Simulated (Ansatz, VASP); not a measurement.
**BiN: VASP beside Ansatz**

File INCAR:

```
SYSTEM = BiN
PREC = Accurate
ENCUT = 520
EDIFF = 1E-7
ISMEAR = 0
SIGMA = 0.05
LREAL = .False.
LASPH = .True.
NELM = 100
ALGO = Normal
ISIF = 2
LWAVE = .False.
LCHARG = .False.
GGA = PE
NBANDS = 17
```

KPOINTS

```
regular mesh
0
Gamma
  10 10 10
  0 0 0
```

Contents of POSCAR:

```
BiN
1.0
    0.0000000000      2.8657169191      2.8657169191
    2.8657169191      0.0000000000      2.8657169191
    2.8657169191      2.8657169191      0.0000000000
Bi N
1 1
Direct
    0.0000000000      0.0000000000      0.0000000000
    0.2500000000      0.2500000000      0.2500000000
```

Input for Ansatz:

```yaml
crystal:
  lattice:
    - [0.0, 2.8657169191, 2.8657169191]
    - [2.8657169191, 0.0, 2.8657169191]
    - [2.8657169191, 2.8657169191, 0.0]
  atoms:
    - { symbol: Bi, position: [0.0, 0.0, 0.0] }
    - { symbol: "N", position: [0.25, 0.25, 0.25] }
basis:
  ecutwfc: 420
  ecutrho_ratio: 4
kpoints:
  mp_grid: { grid: [10, 10, 10] }
hamiltonian:
  xc: pbe
scf:
  occupations: { method: gaussian, width: 0.05 }
output:
  forces: true
  stress: true
  eigenvalues: true
```

Alike in both runs: task single point; functional PBE; k mesh 10 × 10 × 10; occupations gaussian, width 0.05 eV; no spin polarisation.

|  | VASP | Ansatz |
| --- | --- | --- |
| version | VASP 6.6.1 | Ansatz 0.2.0 |
| potentials or method | VASP PAW PBE potentials, release 64 (Bi_d, N), cutoff 520 eV | scalar-relativistic, plane waves, PAW |
| valence electrons in the cell | 20 | 20 |

```tsv
	VASP	Ansatz	Ansatz less VASP
pressure (GPa)	-6.5	-6.5	+0.01
```

With one functional, cell and mesh, what is left measures potentials, basis and numerics.

Spin-orbit coupling is off throughout.
